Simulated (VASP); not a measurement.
A run of VASP 6.6.1:

The input POSCAR:

```
WO
1.0
    3.0516931589      0.0000000000      0.0000000000
    0.0000000000      3.0516931589      0.0000000000
    0.0000000000      0.0000000000      3.0516931589
W O
1 1
Direct
    0.0000000000      0.0000000000      0.0000000000
    0.5000000000      0.5000000000      0.5000000000
```

The input INCAR.step1:

```
PREC     = Accurate       # precision mode
ENCUT    = 520            # plane-wave cutoff, eV
ISMEAR   = 0              # smearing method
SIGMA    = 0.1            # smearing width, eV
LREAL    = F              # projectors in reciprocal space
LASPH    = T              # aspherical terms in the spheres
NELM     = 150            # most SCF steps
ISPIN    = 2              # spin polarisation
MAGMOM   = 2.5 0          # initial moments
LMAXMIX  = 4              # l up to which the mixer works
LDAU     = T              # DFT+U
LDAUTYPE = 2            
LDAUL    = 2 -1           # shell
LDAUU    = 6.2 0          # U, eV
LDAUJ    = 0 0          
NBANDS   = 21             # bands
GGA      = PE             # functional
ALGO     = Normal         # electronic algorithm
EDIFF    = 1E-4           # SCF threshold, eV
LWAVE    = T              # write WAVECAR
LCHARG   = F              # write CHGCAR
```

Contents of INCAR.step2:

```
PREC     = Accurate       # precision mode
ENCUT    = 520            # plane-wave cutoff, eV
EDIFF    = 1E-6           # SCF threshold, eV
ISMEAR   = 0              # smearing method
SIGMA    = 0.1            # smearing width, eV
LREAL    = F              # projectors in reciprocal space
LASPH    = T              # aspherical terms in the spheres
NELM     = 150            # most SCF steps
ALGO     = Normal         # electronic algorithm
ISIF     = 2              # what is computed and relaxed
LWAVE    = F              # write WAVECAR
LCHARG   = F              # write CHGCAR
ISPIN    = 2              # spin polarisation
MAGMOM   = 2.5 0          # initial moments
LORBIT   = 11             # projections on sites
LMAXMIX  = 4              # l up to which the mixer works
LDAU     = T              # DFT+U
LDAUTYPE = 2            
LDAUL    = 2 -1           # shell
LDAUU    = 6.2 0          # U, eV
LDAUJ    = 0 0          
LDAUPRINT= 1            
METAGGA  = R2SCAN         # meta-GGA
LMIXTAU  = T            
NBANDS   = 21             # bands
ISTART   = 1
```

KPOINTS

```
Automatic mesh
0
Gamma
  14 14 14
```

Potentials or basis: VASP PAW PBE potentials, release 64 (W_sv, O).

Launch:

```bash
$ cat potpaw_PBE.64/W_sv/POTCAR potpaw_PBE.64/O/POTCAR > POTCAR
$ cp INCAR.step1 INCAR
$ mpirun -np 1 vasp_std > vasp.out
$ cp INCAR.step2 INCAR
$ mpirun -np 1 vasp_std > vasp.out
```

Hardware: 1 thread of Intel(R) Xeon(R) Platinum 8259CL CPU @ 2.50GHz (Skylake/Cascade Lake), on a shared host.

Question: How long does it take, and how much memory?

Answer: Wall time 11 min on 1 thread of Intel(R) Xeon(R) Platinum 8259CL CPU @ 2.50GHz (Skylake/Cascade Lake) (shared host), peak memory 0.24 GiB. Counts: k points 120.
